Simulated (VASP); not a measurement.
# GaF (F-43m) in VASP: further runs, part 2 of 2

VASP 6.6.1. The steps go on from the part before.

## (4) Relaxation of cell and atoms, PBE, target pressure 2 GPa, at which the enthalpy is minimised

This run uses another cell than the first one, of 23.06 Å³/atom, 1.069 times its volume.

Input file INCAR:

```
PREC = Accurate
ENCUT = 600
EDIFF = 1E-6
ISMEAR = -1
SIGMA = 0.05
LREAL = F
LASPH = T
NELM = 60
ALGO = Normal
ISIF = 3
LWAVE = F
LCHARG = F
GGA = PE
IBRION = 2
NSW = 60
EDIFFG = -0.01
PSTRESS = 20.0
```

Input file KPOINTS:

```
Automatic mesh
0
Gamma
  8 8 8
```

Input file POSCAR:

```
GaF
1.0
    0.0000000000      2.8462400000      2.8462400000
    2.8462400000      0.0000000000      2.8462400000
    2.8462400000      2.8462400000      0.0000000000
Ga F
1 1
Direct
    0.2500000000      0.2500000000      0.2500000000
    0.0000000000      0.0000000000      0.0000000000
```

Potentials or basis: VASP PAW PBE potentials, release 64 (Ga_d, F).

Started as:

```sh
> cat potpaw_PBE.64/Ga_d/POTCAR potpaw_PBE.64/F/POTCAR > POTCAR
> mpirun -np 1 vasp_std > vasp.out
```

OUTCAR:

```text
PREC = Accurate
   ENCUT = 600
   EDIFF = 1E-6
   ISMEAR = -1
   LREAL = F
   LASPH = T
   NELM = 60
   ISIF = 3
   GGA = PE
   IBRION = 2
   NSW = 60
   EDIFFG = -0.01
   PSTRESS = 20.0

 ion  position               nearest neighbor table
   1  0.250  0.250  0.250-
   2  0.000  0.000  0.000-

  LATTYP: Found a face centered cubic cell.
 ALAT       =     5.6924800000

  Lattice vectors:

 A1 = (   0.0000000000,   2.8462400000,   2.8462400000)
 A2 = (   2.8462400000,   0.0000000000,   2.8462400000)
 A3 = (   2.8462400000,   2.8462400000,   0.0000000000)

Analysis of symmetry for initial positions (statically):
=====================================================================
 Subroutine PRICEL returns:
 Original cell was already a primitive cell.

 Routine SETGRP: Setting up the symmetry group for a
 face centered cubic supercell.

 Subroutine GETGRP returns: Found 24 space group operations
 (whereof 24 operations were pure point group operations)
 out of a pool of 48 trial point group operations.

The static configuration has the point symmetry T_d .

Analysis of symmetry for dynamics (positions and initial velocities):
=====================================================================
 Subroutine PRICEL returns:
 Original cell was already a primitive cell.

 Routine SETGRP: Setting up the symmetry group for a
 face centered cubic supercell.

 Subroutine GETGRP returns: Found 24 space group operations
 (whereof 24 operations were pure point group operations)
 out of a pool of 48 trial point group operations.

The dynamic configuration has the point symmetry T_d .

 Subroutine INISYM returns: Found 24 space group operations
 (whereof 24 operations are pure point group operations),
 and found     1 'primitive' translations

----------------------------------------------------------------------------------------

                                     Primitive cell

  volume of cell :      46.1152

  direct lattice vectors                    reciprocal lattice vectors
     0.000000000  2.846240000  2.846240000    -0.175670358  0.175670358  0.175670358
     2.846240000  0.000000000  2.846240000     0.175670358 -0.175670358  0.175670358
     2.846240000  2.846240000  0.000000000     0.175670358  0.175670358 -0.175670358

  length of vectors
     4.025191210  4.025191210  4.025191210     0.304269986  0.304269986  0.304269986

  position of ions in fractional coordinates (direct lattice)
     0.250000000  0.250000000  0.250000000
     0.000000000  0.000000000  0.000000000

  ion indices of the primitive-cell ions
   primitive index   ion index
                 1           1
                 2           2

----------------------------------------------------------------------------------------

 KPOINTS: Automatic mesh

Automatic generation of k-mesh.
 Grid dimensions read from file:
 generate k-points for:    8    8    8

 Generating k-lattice:
[... 41 lines left out ...]
  0.500000  0.250000  0.125000     48.000000
 -0.375000  0.250000  0.125000     24.000000
 [... further k-points ...]
   k-points           NKPTS =     29   k-points in BZ     NKDIM =     29   number of bands    NBANDS=     14
   number of dos      NEDOS =    301   number of ions     NIONS =      2
   total plane-waves  NPLWV =  32768
   dimension x,y,z NGX =    32 NGY =   32 NGZ =   32
   dimension x,y,z NGXF=    64 NGYF=   64 NGZF=   64
   ions per type =               1   1
   NGX,Y,Z   is equivalent  to a cutoff of  13.22, 13.22, 13.22 a.u.
   NGXF,Y,Z  is equivalent  to a cutoff of  26.43, 26.43, 26.43 a.u.
 SYSTEM =  unknown system
   PREC   = accura    normal or accurate (medium, high low for compatibility)
   ISTART =      0    job   : 0-new  1-cont  2-samecut
   ICHARG =      2    charge: 1-file 2-atom 10-const
   ISPIN  =      1    spin polarized calculation?
   LNONCOLLINEAR =      F non collinear calculations
   LSORBIT =      F    spin-orbit coupling
   LASPH  =      T    aspherical Exc in radial PAW
   ENCUT  =  600.0 eV  44.10 Ry    6.64 a.u.   8.04  8.04  8.04*2*pi/ulx,y,z
   NELM   =     60;   NELMIN=  2; NELMDL= -5     # of ELM steps
   EDIFF  = 0.1E-05   stopping-criterion for ELM
   LREAL  =      F    real-space projection
   EDIFFG = -.1E-01   stopping-criterion for IOM
   NSW    =     60    number of steps for IOM
   IBRION =      2    ionic relax: 0-MD 1-quasi-New 2-CG
   NFREE  =      1    steps in history (QN), initial steepest desc. (CG)
   ISIF   =      3    stress and relaxation
   ISYM   =      2    0-nonsym 1-usesym 2-fastsym
   POTIM  = 0.5000    time-step for ionic-motion
   TEBEG  =    0.0;   TEEND  =   0.0 temperature during run
   PSTRESS=   20.0 pullay stress
   NELECT =      20.0000    total number of electrons
   NUPDOWN=      -1.0000    fix difference up-down
   EMIN   =  10.00;   EMAX   =-10.00  energy-range for DOS
   EFERMI =   0.00;   METHOD = LEGACY
   ISMEAR =    -1;   SIGMA  =   0.05  broadening in eV -4-tet -1-fermi 0-gaus
   EFERMI_NEDOS =   21; number of points for ismear=-14 and -15
   IALGO  =     38    algorithm
   IMIX   =      4    mixing-type and parameters
     AMIX     =   0.40;   BMIX     =  1.00
     AMIX_MAG =   1.60;   BMIX_MAG =  1.00
  volume/ion in A,a.u.               =      23.06       155.60
  Fermi-wavevector in a.u.,A,eV,Ry     =   1.239186  2.341723 20.892875  1.535583
  Thomas-Fermi vector in A             =   2.373680
   LORBIT       =      0    0 simple, 1 ext, 2 COOP (PROOUT), +10 PAW based schemes
   GGA     = PE    functional components
   LHFCALC =     F    Hartree Fock is set to
   AEXX    =    0.0000 exact exchange contribution
   IVDW    =     0    specifies the selected vdW correction
   LEPSILON=     F    determine dielectric tensor
   LRPA    =     F    only Hartree local field effects (RPA)
 conjugate gradient relaxation of ions
 non-spin polarized calculation
  energy-cutoff  :      600.00
  volume of cell :       46.12
 maximum number of plane-waves:      1572
   NGX = 17   NGY = 17   NGZ = 17

--------------------------------------- Ionic step        1  -------------------------------------------

 number of electron      20.0000005 magnetization

 Free energy of the ion-electron system (eV)
  ---------------------------------------------------
  ext. energy  EPLUGINS =         0.00000000
  ---------------------------------------------------
  free energy    TOTEN  =        -7.54055112 eV

  energy without entropy =       -7.54055112  energy(sigma->0) =       -7.54055112

------------------------ aborting loop because EDIFF is reached ----------------------------------------

  FORCE on cell =-STRESS in cart. coord.  units (eV):
  Direction    XX          YY          ZZ          XY          YZ          ZX
  --------------------------------------------------------------------------------------
  -------------------------------------------------------------------------------------
  Total       -0.0428658     -0.0428658     -0.0428658      0.0000000      0.0000000      0.0000000
  in kB       -1.4892822     -1.4892822     -1.4892822      0.0000000      0.0000000      0.0000000
  external PRESSURE =     -21.4892822 kB  Pullay stress =      20.0000000 kB
[... 63 lines left out ...]
--------------------------------------- Ionic step        3  -------------------------------------------

 number of electron      20.0000001 magnetization

 Free energy of the ion-electron system (eV)
  ---------------------------------------------------
  ext. energy  EPLUGINS =         0.00000000
  ---------------------------------------------------
  free energy    TOTEN  =        -7.52245391 eV

  energy without entropy =       -7.52245391  energy(sigma->0) =       -7.52245391

 E-fermi :   1.6824     XC(G=0):  -8.3167

 val. band max:        0.6305307663   @ k =  -0.2500   0.5000   0.2500
 cond. band min:       2.5889813479   @ k =   0.5000   0.5000   0.0000
 fundamental gap:      1.9584505816
 Fermi energy:         1.6824266787

 k-point     1 :       0.0000    0.0000    0.0000
  band No.  band energies     occupation
      1     -21.7454      2.00000
      2     -12.9927      2.00000
      3     -12.9927      2.00000
      4     -12.9927      2.00000
      5     -12.9606      2.00000
      6     -12.9606      2.00000
      7      -3.6082      2.00000
      8      -3.1368      2.00000
      9      -3.1367      2.00000
     10      -3.1367      2.00000
     11       7.2239      0.00000
     12       7.2239      0.00000
     13       7.2239      0.00000
     14      10.8808      0.00000
[... 377 lines left out ...]
      1     -21.6809      2.00000
      2     -12.9808      2.00000
      3     -12.9727      2.00000
      4     -12.9585      2.00000
      5     -12.9527      2.00000
      6     -12.9260      2.00000
      7      -4.9681      2.00000
      8      -3.6924      2.00000
      9      -3.4158      2.00000
     10       0.0814      2.00000
     11       3.5348      0.00000
     12       5.4994      0.00000
     13       6.8748      0.00000
     14      10.9409      0.00000

 [... further k-points ...]
[... 5 lines left out ...]
  --------------------------------------------------------------------------------------
  -------------------------------------------------------------------------------------
  Total        0.5376331      0.5376331      0.5376331      0.0000000     -0.0000000      0.0000000
  in kB       20.1081979     20.1081979     20.1081979      0.0000000     -0.0000000      0.0000000
  external PRESSURE =       0.1081979 kB  Pullay stress =      20.0000000 kB
[... 21 lines left out ...]
  energy  without entropy=       -7.5224539122  energy(sigma->0) =       -7.52245391

  enthalpy is  TOTEN    =        -6.9877136666 eV   P V=        0.5347402458

 reached required accuracy - stopping structural energy minimisation
```

OSZICAR:

```text
N       E                     dE             d eps       ncg     rms          rms(c)
DAV:   1     0.130803564261E+03    0.13080E+03   -0.10972E+04   812   0.222E+03
[... 25 lines left out ...]
DAV:   1    -0.773028209513E+01   -0.19552E+00   -0.30660E+00  1146   0.248E+01    0.324E+00
DAV:   2    -0.755466389793E+01    0.17562E+00   -0.85135E-01   856   0.100E+01    0.103E+00
DAV:   3    -0.753203986799E+01    0.22624E-01   -0.58430E-02  1164   0.310E+00    0.543E-01
DAV:   4    -0.752324840276E+01    0.87915E-02   -0.74985E-03   990   0.136E+00    0.137E-01
DAV:   5    -0.752247984673E+01    0.76856E-03   -0.21015E-03   944   0.619E-01    0.462E-02
DAV:   6    -0.752245008137E+01    0.29765E-04   -0.14146E-04   878   0.110E-01    0.139E-02
DAV:   7    -0.752245341916E+01   -0.33378E-05   -0.26485E-05  1072   0.558E-02    0.198E-03
DAV:   8    -0.752245391242E+01   -0.49326E-06   -0.66512E-07   670   0.761E-03
   3 F= -.69877137E+01 E0= -.69877137E+01  d E =-.228198E-01
```

Run time: 17 s. Hardware: 1 thread of Intel Xeon 6975P-C (Granite Rapids), shared host; peak memory 0.19 GiB.

Results:

```yaml
Free_energy: -7.5225 eV
Relaxed_volume: 21.42 Å³/atom
Relaxed_cell: a = 3.927 Å, b = 3.927 Å, c = 3.927 Å, α = 60.00°, β = 60.00°, γ = 60.00°
Space_group_after_relaxing_to_0.05_Å: F-43m (No. 216)
Energy_change_on_relaxing_the_enthalpy_is_what_falls: +9.0 meV/atom
Ionic_steps: 3
Pressure_after_relaxing: 2.0 GPa
Band_gap_on_the_k_mesh: 1.96 eV, indirect (least direct gap 1.97 eV)
```

The path:
| step | energy change (eV) | largest force (eV/Å) | pressure (GPa) | volume (Å³) |
| --- | --- | --- | --- | --- |
| 1 | 0.0000 | 0.0000 | -0.15 | 46.12 |
| 2 | 0.0058 | 0.0000 | 1.09 | 44.08 |
| 3 | 0.0181 | 0.0000 | 2.01 | 42.84 |

Final structure:
```xyz
2
Lattice="0.0000 2.7771 2.7771 2.7771 0.0000 2.7771 2.7771 2.7771 0.0000" Properties=species:S:1:pos:R:3 pbc="T T T"
Ga    1.3886    1.3886    1.3886
F     0.0000    0.0000    0.0000
```

Caveat: the cell is relaxed towards a set pressure, so the enthalpy falls and the energy may rise. A k mesh can miss the band edges.

## (5) Relaxation of cell and atoms, PBE, target pressure 5 GPa, at which the enthalpy is minimised

This run uses another cell than the first one, of 23.06 Å³/atom, 1.069 times its volume.

Input file INCAR:

```
SYSTEM = GaF
PREC = Accurate
ENCUT = 600
EDIFF = 1E-6
ISMEAR = -1
SIGMA = 0.05
LREAL = .FALSE.
LASPH = .TRUE.
NELM = 60
ALGO = Normal
ISIF = 3
LWAVE = .FALSE.
LCHARG = .FALSE.
GGA = PE
IBRION = 2
NSW = 60
EDIFFG = -0.01
PSTRESS = 50.0
```

Input file KPOINTS:

```
regular mesh
0
G
  8 8 8
  0 0 0
```

POSCAR is that of step 4.

Started as:

```sh
> cat potpaw_PBE.64/Ga_d/POTCAR potpaw_PBE.64/F/POTCAR > POTCAR
> mpirun -np 1 vasp_std > vasp.out
```

Run time: 28 s. Hardware: 1 thread of Intel Xeon 6975P-C (Granite Rapids), shared host; peak memory 0.2 GiB.

Results (log left out):

```
Free energy                                            : -7.4581 eV
Relaxed volume                                         : 19.93 Å³/atom
Relaxed cell                                           : a = 3.834 Å, b = 3.834 Å, c = 3.834 Å, α = 60.00°, β = 60.00°, γ = 60.00°
Space group after relaxing (to 0.05 Å)                 : F-43m (No. 216)
Energy change on relaxing (the enthalpy is what falls) : +41.2 meV/atom
Ionic steps                                            : 6
Pressure after relaxing                                : 5.0 GPa
Band gap on the k mesh                                 : 1.62 eV, indirect (the least direct gap lies 2.4 meV higher)
```

The path:
| step | energy change (eV) | largest force (eV/Å) | pressure (GPa) | volume (Å³) |
| --- | --- | --- | --- | --- |
| 1 | 0.0000 | 0.0000 | -0.15 | 46.12 |
| 2 | 0.0434 | 0.0000 | 3.40 | 41.34 |
| 3 | 0.0794 | 0.0000 | 4.82 | 39.95 |
| 4 | 0.0845 | 0.0000 | 5.15 | 39.79 |
| 5 | 0.0810 | 0.0000 | 4.92 | 39.90 |
| 6 | 0.0824 | 0.0000 | 5.03 | 39.85 |

Final structure:
```yaml
crystal:
  lattice:
    - [0.00000, 2.71108, 2.71108]
    - [2.71108, 0.00000, 2.71108]
    - [2.71108, 2.71108, 0.00000]
  atoms:
    - { symbol: Ga, position: [0.25000, 0.25000, 0.25000] }
    - { symbol: F, position: [0.00000, 0.00000, 0.00000] }
```

Levels at points of the mesh, in eV from the valence-band top:
```tsv
k point	band 8	band 9	band 10	band 11	band 12	band 13
(0.00, 0.00, 0.00)	-4.31	-4.31	-4.31	6.64	6.64	6.64
(0.50, 0.00, 0.00)	-4.50	-4.50	-1.30	2.30	6.54	6.54
(0.50, 0.50, 0.00)	-4.83	-4.83	0.00	1.62	6.21	6.21
```

Caveat: the cell is relaxed towards a set pressure, so the enthalpy falls and the energy may rise. A k mesh can miss the band edges.

## (6) Summary

| task | cell | cutoff (eV) | gap on the mesh (eV) | pressure (GPa) |
| --- | --- | --- | --- | --- |
| single point | a = 3.937 Å, angles 60.0°, 2 atoms | 520 | 1.99 | 1.9 |
| relaxation of cell and atoms | relaxed from a = 4.025 Å, angles 60.0°, 2 atoms | 600 | 2.26 | 0.0 |
| relaxation of cell and atoms | relaxed to 2 GPa from a = 4.025 Å, angles 60.0°, 2 atoms | 600 | 1.96 | 2.0 |
| relaxation of cell and atoms | relaxed to 5 GPa from a = 4.025 Å, angles 60.0°, 2 atoms | 600 | 1.62 | 5.0 |

Alike in all rows: level PBE; potentials or basis VASP PAW PBE potentials, release 64 (Ga_d, F); no spin polarisation; k mesh 8 × 8 × 8; smearing fermi-dirac 0.05 eV.

Caveats: the cell is relaxed towards a set pressure, so the enthalpy falls and the energy may rise (some runs).

Total energies depend on the potentials used, so only differences within one code and one set of settings carry meaning.
